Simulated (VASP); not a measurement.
# Zn (Fm-3m) in VASP: settings compared

Aim: see how the results for Zn move with the level of theory and the settings. Levels: HF, r2SCANh+D4. Tasks: single point.

Program: VASP 6.6.1. These are calculated values, not measurements. Logs are shortened: lines on timing, memory, paths and dates and some standing lists are left out, and cuts for length are marked.

## Step 1: The cell of the first run

Symmetry: Fm-3m, No. 225, cubic system. Conventional cell: a = 4.104 Å, b = 4.104 Å, c = 4.104 Å, α = 90.00°, β = 90.00°, γ = 90.00°. Zn (site symmetry m-3m) has 12 Zn at 2.90 Å within 3.8 Å.

This isn't the form of Zn at room conditions, which is hcp.

## Step 2: Single point, HF

Input file POSCAR:

```
Zn
1.0
    0.0000000000      2.0518749367      2.0518749367
    2.0518749367      0.0000000000      2.0518749367
    2.0518749367      2.0518749367      0.0000000000
Zn
1
Direct
    0.0000000000      0.0000000000      0.0000000000
```

Input file INCAR.step1:

```
SYSTEM = Zn
PREC = Accurate
ENCUT = 400
EDIFF = 1E-5
ISMEAR = -1
SIGMA = 0.05
LREAL = .FALSE.
LASPH = .TRUE.
NELM = 120
ALGO = Normal
ISIF = 2
LWAVE = .TRUE.
LCHARG = .FALSE.
GGA = PE
NBANDS = 12
GGA_COMPAT = .FALSE.
```

Input file INCAR.step2:

```
SYSTEM = Zn
PREC = Accurate
ENCUT = 400
EDIFF = 1E-6
ISMEAR = -1
SIGMA = 0.05
LREAL = .FALSE.
LASPH = .TRUE.
NELM = 120
ALGO = Normal
ISIF = 2
LWAVE = .FALSE.
LCHARG = .FALSE.
GGA = PE
LHFCALC = .TRUE.
AEXX = 1.0
ALDAC = 0.0
AGGAC = 0.0
PRECFOCK = Normal
ISTART = 1
NBANDS = 12
GGA_COMPAT = .FALSE.
```

Input file KPOINTS:

```
Automatic mesh
0
G
  6 6 6
  0 0 0
```

Potentials or basis: VASP PAW PBE potentials, release 64 (Zn).

Command:

```console
> cat potpaw_PBE.64/Zn/POTCAR > POTCAR
> cp INCAR.step1 INCAR
> mpirun -np 1 vasp_std > vasp.out
> cp INCAR.step2 INCAR
> mpirun -np 1 vasp_std > vasp.out
```

OUTCAR:

```text
SYSTEM = Zn
   PREC = Accurate
   ENCUT = 400
   EDIFF = 1E-6
   ISMEAR = -1
   LREAL = .FALSE.
   LASPH = .TRUE.
   NELM = 120
   ISIF = 2
   GGA = PE
   LHFCALC = .TRUE.
   AEXX = 1.0
   PRECFOCK = Normal
   ISTART = 1

 ion  position               nearest neighbor table
   1  0.000  0.000  0.000-

  LATTYP: Found a face centered cubic cell.
 ALAT       =     4.1037498734

  Lattice vectors:

 A1 = (   0.0000000000,   2.0518749367,   2.0518749367)
 A2 = (   2.0518749367,   0.0000000000,   2.0518749367)
 A3 = (   2.0518749367,   2.0518749367,   0.0000000000)

Analysis of symmetry for initial positions (statically):
=====================================================================
 Subroutine PRICEL returns:
 Original cell was already a primitive cell.

 Routine SETGRP: Setting up the symmetry group for a
 face centered cubic supercell.

 Subroutine GETGRP returns: Found 48 space group operations
 (whereof 48 operations were pure point group operations)
 out of a pool of 48 trial point group operations.

The static configuration has the point symmetry O_h .

Analysis of symmetry for dynamics (positions and initial velocities):
=====================================================================
 Subroutine PRICEL returns:
 Original cell was already a primitive cell.

 Routine SETGRP: Setting up the symmetry group for a
 face centered cubic supercell.

 Subroutine GETGRP returns: Found 48 space group operations
 (whereof 48 operations were pure point group operations)
 out of a pool of 48 trial point group operations.

The dynamic configuration has the point symmetry O_h .

 Subroutine INISYM returns: Found 48 space group operations
 (whereof 48 operations are pure point group operations),
 and found     1 'primitive' translations

----------------------------------------------------------------------------------------

                                     Primitive cell

  volume of cell :      17.2776

  direct lattice vectors                    reciprocal lattice vectors
     0.000000000  2.051874937  2.051874937    -0.243679569  0.243679569  0.243679569
     2.051874937  0.000000000  2.051874937     0.243679569 -0.243679569  0.243679569
     2.051874937  2.051874937  0.000000000     0.243679569  0.243679569 -0.243679569

  length of vectors
     2.901789364  2.901789364  2.901789364     0.422065394  0.422065394  0.422065394

  position of ions in fractional coordinates (direct lattice)
     0.000000000  0.000000000  0.000000000

  ion indices of the primitive-cell ions
   primitive index   ion index
                 1           1

----------------------------------------------------------------------------------------

 KPOINTS: Automatic mesh

Automatic generation of k-mesh.
 Grid dimensions read from file:
 generate k-points for:    6    6    6

 Generating k-lattice:

  Cartesian coordinates                     Fractional coordinates (reciprocal lattice)
    -0.040613261  0.040613261  0.040613261     0.166666667  0.000000000  0.000000000
     0.040613261 -0.040613261  0.040613261     0.000000000  0.166666667  0.000000000
     0.040613261  0.040613261 -0.040613261     0.000000000  0.000000000  0.166666667

  Length of vectors
     0.070344232  0.070344232  0.070344232

  Shift w.r.t. Gamma in fractional coordinates (k-lattice)
     0.000000000  0.000000000  0.000000000

 Subroutine IBZKPT returns following result:
 ===========================================

 Found     16 irreducible k-points:

 Following reciprocal coordinates:
            Coordinates               Weight
  0.000000  0.000000  0.000000      1.000000
  0.166667  0.000000  0.000000      8.000000
  0.333333  0.000000  0.000000      8.000000
  0.500000  0.000000  0.000000      4.000000
  0.166667  0.166667  0.000000      6.000000
  0.333333  0.166667  0.000000     24.000000
[... 8 lines left out ...]
 -0.333333  0.333333  0.166667     24.000000
 -0.333333  0.500000  0.166667     12.000000
   k-points           NKPTS =     16   k-points in BZ     NKDIM =    216   number of bands    NBANDS=     12
   number of dos      NEDOS =    301   number of ions     NIONS =      1
   total plane-waves  NPLWV =   8000
   dimension x,y,z NGX =    20 NGY =   20 NGZ =   20
   dimension x,y,z NGXF=    40 NGYF=   40 NGZF=   40
   ions per type =               1
   NGX,Y,Z   is equivalent  to a cutoff of  11.46, 11.46, 11.46 a.u.
   NGXF,Y,Z  is equivalent  to a cutoff of  22.92, 22.92, 22.92 a.u.
 SYSTEM =  Zn
   PREC   = accura    normal or accurate (medium, high low for compatibility)
   ISTART =      1    job   : 0-new  1-cont  2-samecut
   ICHARG =      0    charge: 1-file 2-atom 10-const
   ISPIN  =      1    spin polarized calculation?
   LNONCOLLINEAR =      F non collinear calculations
   LSORBIT =      F    spin-orbit coupling
   LASPH  =      T    aspherical Exc in radial PAW
   ENCUT  =  400.0 eV  29.40 Ry    5.42 a.u.   4.73  4.73  4.73*2*pi/ulx,y,z
   NELM   =    120;   NELMIN=  2; NELMDL=  0     # of ELM steps
   EDIFF  = 0.1E-05   stopping-criterion for ELM
   LREAL  =      F    real-space projection
   EDIFFG = 0.1E-04   stopping-criterion for IOM
   NSW    =      0    number of steps for IOM
   IBRION =     -1    ionic relax: 0-MD 1-quasi-New 2-CG
   NFREE  =      0    steps in history (QN), initial steepest desc. (CG)
   ISIF   =      2    stress and relaxation
   ISYM   =      3    0-nonsym 1-usesym 2-fastsym
   POTIM  = 0.5000    time-step for ionic-motion
   TEBEG  =    0.0;   TEEND  =   0.0 temperature during run
   PSTRESS=    0.0 pullay stress
   NELECT =      12.0000    total number of electrons
   NUPDOWN=      -1.0000    fix difference up-down
   EMIN   =  10.00;   EMAX   =-10.00  energy-range for DOS
   EFERMI =   0.00;   METHOD = LEGACY
   ISMEAR =    -1;   SIGMA  =   0.05  broadening in eV -4-tet -1-fermi 0-gaus
   EFERMI_NEDOS =   21; number of points for ismear=-14 and -15
   IALGO  =     38    algorithm
   IMIX   =      1    mixing-type and parameters
     AMIX     =   0.40;   BMIX     =  1.00
     AMIX_MAG =   1.60;   BMIX_MAG =  1.00
  volume/ion in A,a.u.               =      17.28       116.59
  Fermi-wavevector in a.u.,A,eV,Ry     =   1.449799  2.739722 28.598306  2.101916
  Thomas-Fermi vector in A             =   2.567484
   LORBIT       =      0    0 simple, 1 ext, 2 COOP (PROOUT), +10 PAW based schemes
   GGA     = PE    functional components
   LHFCALC =     T    Hartree Fock is set to
   PRECFOCK=normal    Normal, Fast or Accurate (Low or Medium for compatibility)
   ENCUT4O =  -1.0   cutoff for four orbital integrals eV
   NKREDX  =     1    reduce k-point grid by
   NKREDY  =     1    reduce k-point grid by
   NKREDZ  =     1    reduce k-point grid by
   AEXX    =    1.0000 exact exchange contribution
   HFSCREEN=    0.0000 screening length (either q_TF or 0.3 A-1)
   HFSCREENC=   0.0000 screening length for correlation (either q_TF or 0.3 A-1)
   ENCUTFOCK=  -1.0 apply spherical cutoff to Coloumb kernel
   IVDW    =     0    specifies the selected vdW correction
   LEPSILON=     F    determine dielectric tensor
   LRPA    =     F    only Hartree local field effects (RPA)
 non-spin polarized calculation
  energy-cutoff  :      400.00
  volume of cell :       17.28
 maximum number of plane-waves:       332
  NGX = 16; NGY = 16; NGZ = 16

 number of electron      12.0000010 magnetization

 Free energy of the ion-electron system (eV)
  ---------------------------------------------------
  ext. energy  EPLUGINS =         0.00000000
  ---------------------------------------------------
  free energy    TOTEN  =        -0.60406942 eV

  energy without entropy =       -0.59699704  energy(sigma->0) =       -0.60053323

 E-fermi :   4.0442     XC(G=0):   0.0000

 val. band max:        2.7355271334   @ k =  -0.3333   0.3333   0.1667
 cond. band min:       4.0788700410   @ k =  -0.3333   0.3333   0.1667
 fundamental gap:      1.3433429077
 Fermi energy:         4.0442126821

 k-point     1 :       0.0000    0.0000    0.0000
  band No.  band energies     occupation
      1     -14.7569      2.00000
      2     -14.7569      2.00000
      3     -14.7569      2.00000
      4     -14.4543      2.00000
      5     -14.4543      2.00000
      6     -12.4202      2.00000
      7      26.4840      0.00000
      8      26.4840      0.00000
      9      26.4840      0.00000
     10      26.7158      0.00000
     11      28.7754      0.00000
     12      28.7754      0.00000

 k-point     2 :       0.1667    0.0000    0.0000
  band No.  band energies     occupation
      1     -14.8081      2.00000
      2     -14.6975      2.00000
      3     -14.6975      2.00000
      4     -14.4509      2.00000
      5     -14.4509      2.00000
      6     -11.2215      2.00000
      7      18.8321      0.00000
      8      24.8192      0.00000
      9      24.8192      0.00000
     10      26.2483      0.00000
     11      31.6789      0.00000
     12      31.6789      0.00000

 k-point     3 :       0.3333    0.0000    0.0000
  band No.  band energies     occupation
      1     -14.9608      2.00000
      2     -14.7091      2.00000
      3     -14.7091      2.00000
      4     -14.3084      2.00000
      5     -14.3084      2.00000
      6      -7.4325      2.00000
      7      10.3323      0.00000
      8      23.6792      0.00000
      9      23.6792      0.00000
     10      25.5071      0.00000
     11      28.0620      0.00000
     12      28.0620      0.00000
[... 166 lines left out ...]
 k-point    15 :      -0.3333    0.3333    0.1667
  band No.  band energies     occupation
      1     -14.8568      2.00000
      2     -14.8031      2.00000
      3     -14.5983      2.00000
      4     -14.4344      2.00000
      5     -14.2059      2.00000
      6       2.7355      2.00000
      7       4.0789      0.66667
      8      13.7933      0.00000
      9      14.1667      0.00000
     10      26.7813      0.00000
     11      29.0390      0.00000
     12      33.8347      0.00000

 k-point    16 :      -0.3333    0.5000    0.1667
  band No.  band energies     occupation
      1     -14.9718      2.00000
      2     -14.9513      2.00000
      3     -14.4583      2.00000
      4     -14.3306      2.00000
      5     -14.1408      2.00000
      6       5.5884      0.00000
      7       8.5249      0.00000
      8      10.7038      0.00000
      9      12.0718      0.00000
     10      25.6692      0.00000
     11      26.6468      0.00000
     12      34.7785      0.00000

------------------------ aborting loop because EDIFF is reached ----------------------------------------

  FORCE on cell =-STRESS in cart. coord.  units (eV):
  Direction    XX          YY          ZZ          XY          YZ          ZX
  --------------------------------------------------------------------------------------
  -------------------------------------------------------------------------------------
  Total        0.7029233      0.7029233      0.7029233      0.0000000      0.0000000     -0.0000000
  in kB       65.1832261     65.1832261     65.1832261      0.0000000      0.0000000     -0.0000000
  external PRESSURE =      65.1832261 kB  Pullay stress =       0.0000000 kB

 VOLUME and BASIS-vectors are now :
 -----------------------------------------------------------------------------
  energy-cutoff  :      400.00
  volume of cell :       17.28
      direct lattice vectors                 reciprocal lattice vectors
     0.000000000  2.051874937  2.051874937    -0.243679569  0.243679569  0.243679569
     2.051874937  0.000000000  2.051874937     0.243679569 -0.243679569  0.243679569
     2.051874937  2.051874937  0.000000000     0.243679569  0.243679569 -0.243679569

 POSITION                                       TOTAL-FORCE (eV/Angst)
 -----------------------------------------------------------------------------------
      0.00000      0.00000      0.00000         0.000000      0.000000      0.000000
 -----------------------------------------------------------------------------------
    total drift:                                0.000000      0.000000      0.000000

  FREE ENERGIE OF THE ION-ELECTRON SYSTEM (eV)
  ---------------------------------------------------
  free  energy   TOTEN  =        -0.6040694185 eV

  energy  without entropy=       -0.5969970388  energy(sigma->0) =       -0.60053323
```

It took 9.9 min on 1 thread of Intel Xeon Platinum 8375C at 2.90GHz (Ice Lake), shared host; peak memory 0.13 GiB.

What came out:

- Free energy: -0.6041 eV
- Pressure: 6.5 GPa
- Band gap on the k mesh: zero (bands 6 and 7 overlap by 5.47 eV)

Levels at points of the mesh, in eV from the Fermi level:
| k point | band 2 | band 3 | band 4 | band 5 | band 6 | band 7 | band 8 | band 9 | band 10 | band 11 |
| --- | --- | --- | --- | --- | --- | --- | --- | --- | --- | --- |
| (0.00, 0.00, 0.00) | -18.80 | -18.80 | -18.50 | -18.50 | -16.46 | 22.44 | 22.44 | 22.44 | 22.67 | 24.73 |
| (0.50, 0.00, 0.00) | -18.79 | -18.79 | -18.25 | -18.25 | -5.21 | -3.92 | 19.44 | 19.44 | 21.09 | 22.54 |
| (0.50, 0.50, 0.00) | -19.16 | -18.25 | -18.18 | -18.18 | -2.87 | 3.38 | 12.10 | 12.10 | 15.17 | 16.86 |

Caveat: the k points lie up to 0.44 Å⁻¹ apart, too coarse for converged energies and pressures of a metal; the PAW data sets were made with another functional, which shifts forces and pressure a little.

(Part 1 of 2 ends here.)

The gap in the log of VASP goes by the Fermi energy; the results here count the filled bands.